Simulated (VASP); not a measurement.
A run of VASP 6.6.1 is set up as follows.

File INCAR:

```
SYSTEM = W12C13
PREC = Accurate
ENCUT = 520
EDIFF = 1E-7
ISMEAR = -1
SIGMA = 0.1
LREAL = Auto
LASPH = .TRUE.
NELM = 60
ALGO = Normal
ISIF = 2
LWAVE = .FALSE.
LCHARG = .FALSE.
GGA = PE
NBANDS = 128
```

Contents of KPOINTS:

```
Automatic mesh
0
G
  3 3 1
  0 0 0
```

POSCAR

```
W12C13
1.0
    5.7990000000      0.0000000000      0.0000000000
   -2.8995000000      5.0220810000      0.0000000000
    0.0000000000      0.0000000000     20.0755000000
W C
12 13
Direct
    0.0000000000      0.0000000000      0.0498120097
   -0.0052073118      0.0010356265      0.1921265722
   -0.0149881781      0.0002588568      0.3391927474
    0.0000000498      0.5000000996      0.0498120097
   -0.0052103841      0.4998216875      0.1921075938
   -0.0144576989      0.5001327139      0.3389181340
    0.5000000000      0.0000000000      0.0498120097
    0.4948860712      0.0005826270      0.1924571742
    0.4837419774     -0.0004318927      0.3409103634
    0.5000000498      0.5000000996      0.0498120097
    0.4955751627      0.5004495149      0.1896978407
    0.4888515970      0.5017959686      0.3247190855
    0.3333333831      0.1666667662      0.1203009140
    0.3245871360      0.1639123304      0.2602904037
    0.3307195377      0.2087762025      0.4018591318
    0.3333333333      0.6666666667      0.1203009140
    0.3244728294      0.6709397957      0.2600309830
    0.3317289116      0.6428056417      0.4017467062
    0.8333333831      0.1666667662      0.1203009140
    0.8225867940      0.1666269421      0.2636058878
    0.8155100688      0.1686852522      0.3949544968
    0.8333333333      0.6666666667      0.1203009140
    0.8273647274      0.6685563216      0.2597202560
    0.7782387409      0.6489903289      0.3976070334
    1.4310798838      0.4753320387      0.4258552963
```

Potentials or basis: VASP PAW PBE potentials, release 64 (W_sv, C).

The run is started by

```bash
$ cat potpaw_PBE.64/W_sv/POTCAR potpaw_PBE.64/C/POTCAR > POTCAR
$ mpirun -np 1 vasp_std > vasp.out
```

(1) Predict the largest force.

(2) What does it give for the band gap on the k mesh?

## Answers

(1) 2.494 eV/Å.

(2) zero (bands 110 and 111 overlap by 0.69 eV).

Caveat: the k points lie up to 0.42 Å⁻¹ apart, too coarse for converged energies and pressures of a metal; spin-orbit coupling is left out, which moves the levels of the heavy elements.
